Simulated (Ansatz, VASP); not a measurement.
## One calculation of In, two programs

The input INCAR:

```
SYSTEM = In
  ALGO = Normal
  EDIFF = 1E-6
  ENCUT = 520
  GGA = PE
  ISIF = 2
  ISMEAR = -1
  LASPH = .TRUE.
  LCHARG = .FALSE.
  LREAL = .FALSE.
  LWAVE = .FALSE.
  NBANDS = 12
  NELM = 60
  PREC = Accurate
  SIGMA = 0.1
```

The input KPOINTS:

```
k-points
0
G
  16 16 16
  0 0 0
```

POSCAR

```
In
1.0
   -1.9093806283      1.9093806283      1.9093806283
    1.9093806283     -1.9093806283      1.9093806283
    1.9093806283      1.9093806283     -1.9093806283
In
1
Direct
    0.0000000000      0.0000000000      0.0000000000
```

Input for Ansatz:

```yaml
crystal:
  lattice:
    - [-1.9093806283, 1.9093806283, 1.9093806283]
    - [1.9093806283, -1.9093806283, 1.9093806283]
    - [1.9093806283, 1.9093806283, -1.9093806283]
  atoms:
    - { symbol: In, position: [0.0, 0.0, 0.0] }
kpoints:
  mp_grid: { grid: [16, 16, 16] }
scf:
  occupations: { method: fermi_dirac, width: 0.1 }
hamiltonian:
  xc: pbe
  pseudopotentials: { kind: nc }
output:
  forces: true
  stress: true
  eigenvalues: true
```

Change from the starting cell: volume scaled by 1, norm-conserving files.

Alike in both runs: task single point; functional PBE; k mesh 16 × 16 × 16; occupations fermi-dirac, width 0.1 eV; no spin polarisation.

|  | VASP | Ansatz |
| --- | --- | --- |
| version | VASP 6.6.1 | Ansatz 0.2.0 |
| potentials or method | VASP PAW PBE potentials, release 64 (In_d) | norm-conserving pseudopotentials, scalar-relativistic |
| plane-wave cutoff (eV) | 520 | 952 |
| valence electrons in the cell | 13 | 13 |

|  | VASP | Ansatz | Ansatz less VASP |
| --- | --- | --- | --- |
| pressure (GPa) | 0.0 | 0.0 | +0.02 |
